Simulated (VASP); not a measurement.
Crystal: Ga4P.

```
Ga P
1.0
     4.68544    0.00000    0.00000
     0.00000    4.68544    0.00000
     0.00000    0.00000    4.68544
Ga P
4 1
Direct
  0.25000 0.25000 0.25000
  0.75000 0.75000 0.25000
  0.25000 0.75000 0.75000
  0.75000 0.25000 0.75000
  0.00000 0.00000 0.00000
```

| Property | Result |
| --- | --- |
| Program | VASP 6.6.1 |
| Task | relaxation of cell and atoms |
| Functional | PBE |
| Potentials or basis | VASP PAW PBE potentials, release 64 (Ga_d, P) |
| Cutoff | 600 eV |
| k mesh | 4 × 4 × 4 |
| Occupations | gaussian, width 0.1 eV |
| Spin | no spin polarisation |

At the start: pressure 19.3 GPa; volume 20.57 Å³/atom.

How do energy, volume and symmetry change on relaxing?

Over 10 steps the energy falls by 836.7 meV/atom and the volume is 20.85 Å³/atom (+1.3 %); space group P-43m (No. 215, to 0.05 Å).

The path:
| step | energy change (eV) | largest force (eV/Å) | pressure (GPa) | volume (Å³) |
| --- | --- | --- | --- | --- |
| 1 | 0.0000 | 5.8425 | 19.29 | 102.86 |
| 2 | -3.0946 | 0.1331 | -5.64 | 144.32 |
| 3 | -3.3056 | 0.8767 | -3.10 | 131.61 |
| 4 | -3.3069 | 0.8300 | -3.26 | 132.23 |
| 5 | -3.6297 | 0.8581 | -3.21 | 124.17 |
| 6 | -4.1740 | 0.0596 | 1.19 | 101.97 |
| 7 | -4.1759 | 0.2283 | 0.42 | 104.11 |
| 8 | -4.1775 | 0.1603 | 0.74 | 103.22 |
| 9 | -4.1825 | 0.0937 | -0.10 | 104.65 |
| 10 | -4.1834 | 0.0195 | 0.21 | 104.23 |

Final structure:
```
Ga P
1.0
     4.70610    0.00000    0.00000
     0.00000    4.70610    0.00000
     0.00000    0.00000    4.70610
Ga P
4 1
Direct
  0.29833 0.29833 0.29833
  0.70167 0.70167 0.29833
  0.29833 0.70167 0.70167
  0.70167 0.29833 0.70167
  0.00000 0.00000 0.00000
```
